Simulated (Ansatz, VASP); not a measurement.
Mg in VASP and in Ansatz

```
Mg
1.0
    -1.79828    1.79828    1.67238
     1.79828   -1.79828    1.67238
     1.79828    1.79828   -1.67238
Mg
1
Direct
  0.00000 0.00000 0.00000
```

Alike in both runs: task single point; functional LDA; k mesh 16 × 16 × 16; occupations fermi-dirac, width 0.05 eV; no spin polarisation.

```csv
,VASP,Ansatz
version,VASP 6.6.1,Ansatz 0.2.0
potentials or method,"VASP PAW LDA potentials, release 64 (Mg)","PAW with Ansatz's default frozen-core files, scalar-relativistic"
plane-wave cutoff (eV),600,420
valence electrons in the cell,2,10
```

Ansatz gave:

| Item | Value |
| --- | --- |
| pressure (GPa) | 0.0 |

Task: Estimate VASP's values.

Result: Pressure (GPa): -0.3.

LDA's correlation is that of Perdew and Zunger in VASP and of Perdew and Wang (1992) in Ansatz. VASP's potentials hold 2 valence electrons a cell and Ansatz's 10, so a difference there can come from the potentials and not from the codes. Ansatz's warnings: optics on partly filled bands.
